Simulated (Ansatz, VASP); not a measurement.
**Two plane-wave programs on Al**

File INCAR:

```
PREC = Accurate
ENCUT = 520
EDIFF = 1E-6
ISMEAR = 0
SIGMA = 0.15
LREAL = F
LASPH = T
NELM = 80
ALGO = Normal
ISIF = 2
LWAVE = F
LCHARG = T
GGA = CA
LELF = T
LVHAR = T
NBANDS = 8
```

KPOINTS

```
Automatic mesh
0
Gamma
  20 20 20
```

POSCAR

```
Al
1.0
    0.0000000000      2.0745795000      1.9733805000
    2.0745795000      0.0000000000      1.9733805000
    2.0745795000      2.0745795000      0.0000000000
Al
1
Direct
    0.0000000000      0.0000000000      0.0000000000
```

Input for Ansatz:

```yaml
crystal:
  lattice:
    - [0.0, 2.0745795, 1.9733805]
    - [2.0745795, 0.0, 1.9733805]
    - [2.0745795, 2.0745795, 0.0]
  atoms:
    - { symbol: Al, position: [0.0, 0.0, 0.0] }
basis:
  ecutwfc: 420
kpoints:
  mp_grid: { grid: [20, 20, 20] }
hamiltonian:
  xc: lda
scf:
  occupations: { method: gaussian, width: 0.15 }
output:
  forces: true
  stress: true
  eigenvalues: true
```

Change from the starting cell: strain +0.025 along x and y, -0.025 along z, atoms carried along.

Alike in both runs: task single point; functional LDA; k mesh 20 × 20 × 20; occupations gaussian, width 0.15 eV; no spin polarisation.

|  | VASP | Ansatz |
| --- | --- | --- |
| version | VASP 6.6.1 | Ansatz 0.2.0 |
| potentials or method | VASP PAW LDA potentials, release 64 (Al), cutoff 520 eV | scalar-relativistic, plane waves, PAW |
| valence electrons in the cell | 3 | 3 |

|  | VASP | Ansatz | Ansatz less VASP |
| --- | --- | --- | --- |
| gap on the k mesh at the Fermi level (eV) | none | none | - |
| pressure (GPa) | -5.0 | -5.0 | -0.04 |
| traceless stress, the component that is largest in VASP (GPa) | 1.41 | 1.41 | -0.001 |

LDA's correlation is that of Perdew and Zunger in VASP and of Perdew and Wang (1992) in Ansatz. A gap of «none» marks a metal or a gap that the smearing closes.
